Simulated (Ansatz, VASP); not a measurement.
Two plane-wave programs on HfN

Contents of INCAR:

```
  ALGO = Normal
  EDIFF = 1E-6
  ENCUT = 520
  GGA = PE
  ISIF = 2
  ISMEAR = -1
  LASPH = True
  LCHARG = True
  LELF = True
  LREAL = False
  LVHAR = True
  LWAVE = False
  NBANDS = 14
  NELM = 60
  PREC = Accurate
  SIGMA = 0.1
```

The input KPOINTS:

```
k-points
0
Gamma
  15 15 15
```

Contents of POSCAR:

```
HfN
1.0
    0.0000000000      2.1792242741      2.1792242741
    2.1792242741      0.0000000000      2.1792242741
    2.1792242741      2.1792242741      0.0000000000
Hf N
1 1
Direct
    0.0000000000      0.0000000000      0.0000000000
    0.5000000000      0.5000000000      0.5000000000
```

Input for Ansatz:

```yaml
crystal:
  lattice:
    - [0.0, 2.1792242741, 2.1792242741]
    - [2.1792242741, 0.0, 2.1792242741]
    - [2.1792242741, 2.1792242741, 0.0]
  atoms:
    - { symbol: Hf, position: [0.0, 0.0, 0.0] }
    - { symbol: "N", position: [0.5, 0.5, 0.5] }
kpoints:
  mp_grid: { grid: [15, 15, 15] }
scf:
  occupations: { method: fermi_dirac, width: 0.1 }
hamiltonian:
  xc: pbe
  pseudopotentials: { kind: paw }
output:
  forces: true
  stress: true
  eigenvalues: true
  populations: true
```

Change from the starting cell: volume scaled by 0.88, PAW files.

Alike in both runs: task single point; functional PBE; k mesh 15 × 15 × 15; occupations fermi-dirac, width 0.1 eV; no spin polarisation.

```csv
,VASP,Ansatz
version,VASP 6.6.1,Ansatz 0.2.0
potentials or method,"VASP PAW PBE potentials, release 64 (Hf_pv, N)","PAW with Ansatz's default frozen-core files, scalar-relativistic"
plane-wave cutoff (eV),520,420
valence electrons in the cell,15,31
```

|  | VASP | Ansatz | Ansatz less VASP |
| --- | --- | --- | --- |
| pressure (GPa) | 41.6 | 44.1 | +2.55 |

Both programs put the cell under a high pressure, so it lies far from rest at this level. VASP's potentials hold 15 valence electrons a cell and Ansatz's 31, so a difference there can come from the potentials and not from the codes.

Neither program's run includes spin-orbit coupling.
